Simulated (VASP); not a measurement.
# KYSi4 (P4/mmm) in VASP: a series of runs, part 2 of 2

VASP 6.6.1.

## Step 4: Single point, PBE+D3(BJ)

This run uses another cell than the first one: it holds 12 atoms, not 6.

INCAR

```
PREC = Accurate
ENCUT = 520
EDIFF = 1E-7
ISMEAR = 0
SIGMA = 0.2
LREAL = F
LASPH = T
NELM = 100
ALGO = Normal
ISIF = 2
LWAVE = F
LCHARG = F
GGA = PE
IVDW = 12
NBANDS = 48
```

KPOINTS

```
regular mesh
0
Gamma
  6 6 2
```

POSCAR

```
KYSi4
1.0
    4.1121272716      0.0000000000      0.0000000000
    0.0000000000      4.1121272716      0.0000000000
    0.0000000000      0.0000000000     16.0103099720
K Y Si
2 2 8
Direct
    0.0000000000      0.0000000000      0.0000000000
    0.0000000000      0.0000000000      0.5000000000
    0.5000000000      0.5000000000      0.2500000000
    0.5000000000      0.5000000000      0.7500000000
    0.5000000000      0.5000000000      0.0728876621
    0.5000000000      0.5000000000      0.5728876621
    0.5000000000      0.5000000000      0.4271123379
    0.5000000000      0.5000000000      0.9271123379
    0.0000000000      0.0000000000      0.3199961681
    0.0000000000      0.0000000000      0.8199961681
    0.0000000000      0.0000000000      0.1800038319
    0.0000000000      0.0000000000      0.6800038319
```

Potentials or basis: VASP PAW PBE potentials, release 64 (K_sv, Y_sv, Si).

Started as:

```sh
$ cat potpaw_PBE.64/K_sv/POTCAR potpaw_PBE.64/Y_sv/POTCAR potpaw_PBE.64/Si/POTCAR > POTCAR
$ mpirun -np 1 vasp_std > vasp.out
```

OUTCAR:

```text
PREC = Accurate
   ENCUT = 520
   EDIFF = 1E-7
   ISMEAR = 0
   LREAL = F
   LASPH = T
   NELM = 100
   ISIF = 2
   GGA = PE
   IVDW = 12
 IVDW          = 12

 ion  position               nearest neighbor table
   1  0.000  0.000  0.000-  10 2.88  11 2.88   5 3.13   8 3.13   5 3.13   8 3.13   5 3.13   8 3.13
                             5 3.13   8 3.13
   2  0.000  0.000  0.500-   9 2.88  12 2.88   6 3.13   7 3.13   6 3.13   7 3.13   6 3.13   7 3.13
                             6 3.13   7 3.13
   3  0.500  0.500  0.250-   5 2.84   7 2.84   9 3.12  11 3.12   9 3.12  11 3.12   9 3.12  11 3.12
                             9 3.12  11 3.12
   4  0.500  0.500  0.750-   6 2.84   8 2.84  10 3.12  12 3.12  10 3.12  12 3.12  10 3.12  12 3.12
                            10 3.12  12 3.12
   5  0.500  0.500  0.073-   8 2.33   3 2.84   1 3.13   1 3.13   1 3.13   1 3.13
   6  0.500  0.500  0.573-   7 2.33   4 2.84   2 3.13   2 3.13   2 3.13   2 3.13
   7  0.500  0.500  0.427-   6 2.33   3 2.84   2 3.13   2 3.13   2 3.13   2 3.13
   8  0.500  0.500  0.927-   5 2.33   4 2.84   1 3.13   1 3.13   1 3.13   1 3.13
   9  0.000  0.000  0.320-  11 2.24   2 2.88   3 3.12   3 3.12   3 3.12   3 3.12
[... 1241 lines left out ...]
------------------------ aborting loop because EDIFF is reached ----------------------------------------

 Edisp (eV)   -3.84578

 E8    (eV) :    -1.7619

  FORCE on cell =-STRESS in cart. coord.  units (eV):
  Direction    XX          YY          ZZ          XY          YZ          ZX
  --------------------------------------------------------------------------------------
  -------------------------------------------------------------------------------------
  Total       0.18682     0.18682     0.21352     0.00000     0.00000     0.00000
  in kB       1.10562     1.10562     1.26360     0.00000     0.00000     0.00000
  external pressure =        1.16 kB  Pullay stress =        0.00 kB

 VOLUME and BASIS-vectors are now :
 -----------------------------------------------------------------------------
  energy-cutoff  :      520.00
  volume of cell :      270.73
      direct lattice vectors                 reciprocal lattice vectors
     4.112127272  0.000000000  0.000000000     0.243183135  0.000000000  0.000000000
     0.000000000  4.112127272  0.000000000     0.000000000  0.243183135  0.000000000
     0.000000000  0.000000000 16.010309972     0.000000000  0.000000000  0.062459753

 POSITION                                       TOTAL-FORCE (eV/Angst)
 -----------------------------------------------------------------------------------
      0.00000      0.00000      0.00000        -0.000000     -0.000000     -0.000000
      0.00000      0.00000      8.00515        -0.000000     -0.000000     -0.000000
      2.05606      2.05606      4.00258        -0.000000     -0.000000     -0.000000
      2.05606      2.05606     12.00773        -0.000000     -0.000000     -0.000000
      2.05606      2.05606      1.16695        -0.000000     -0.000000      0.064671
      2.05606      2.05606      9.17211        -0.000000      0.000000      0.064671
      2.05606      2.05606      6.83820         0.000000      0.000000     -0.064671
      2.05606      2.05606     14.84336         0.000000      0.000000     -0.064671
      0.00000      0.00000      5.12324        -0.000000     -0.000000     -0.023651
      0.00000      0.00000     13.12839        -0.000000     -0.000000     -0.023651
      0.00000      0.00000      2.88192         0.000000     -0.000000      0.023651
      0.00000      0.00000     10.88707        -0.000000     -0.000000      0.023651
 -----------------------------------------------------------------------------------
    total drift:                                0.000000     -0.000000      0.000000

  FREE ENERGIE OF THE ION-ELECTRON SYSTEM (eV)
  ---------------------------------------------------
  free  energy   TOTEN  =       -58.0839122374 eV

  energy  without entropy=      -57.9419545023  energy(sigma->0) =      -58.01293337
```

Run time: 3.4 min. Hardware: 1 thread of Intel Xeon 6975P-C (Granite Rapids), shared host; peak memory 0.49 GiB.

What came out:

```yaml
Free_energy: -58.0839 eV
Pressure: 0.1 GPa
Largest_force: 0.065 eV/Å
Band_gap_on_the_k_mesh: zero (band 36 reaches 4.73 eV, above the bottom of band 37 at 3.79 eV)
Dispersion_energy_per_atom: -0.320 eV
```

Forces on the atoms (eV/Å):
```
K    0.000  0.000  0.000
K    0.000  0.000  0.000
Y    0.000  0.000  0.000
Y    0.000  0.000  0.000
Si   0.000  0.000  0.065
Si   0.000  0.000  0.065
Si   0.000  0.000 -0.065
Si   0.000  0.000 -0.065
Si   0.000  0.000 -0.024
Si   0.000  0.000 -0.024
Si   0.000  0.000  0.024
Si   0.000  0.000  0.024
```

Caveat: pairwise dispersion overbinds metals, which lowers pressure and volume.

## Step 5: The runs side by side

```csv
task,cell,k mesh,cutoff (eV),smearing,gap on the mesh (eV),pressure (GPa),largest force (eV/Å)
single point,"a = 4.133, b = 4.133, c = 8.060 Å, 6 atoms",4 × 4 × 2,520,gaussian 0.1 eV,none,-0.1,0.03
relaxation of cell and atoms,"relaxed from a = 4.238, b = 4.238, c = 11.047 Å, 6 atoms",4 × 4 × 2,600,gaussian 0.1 eV,none,0.0,0.01
single point,"a = 4.112, b = 4.112, c = 16.010 Å, 12 atoms",6 × 6 × 2,520,gaussian 0.2 eV,none,0.1,0.06
```

Alike in all rows: level PBE+D3(BJ); potentials or basis VASP PAW PBE potentials, release 64 (K_sv, Y_sv, Si); no spin polarisation.

Caveats: some runs use coarse meshes; pairwise dispersion overbinds metals, which lowers pressure and volume.

Absolute energies hang on the potentials; compare differences alone.
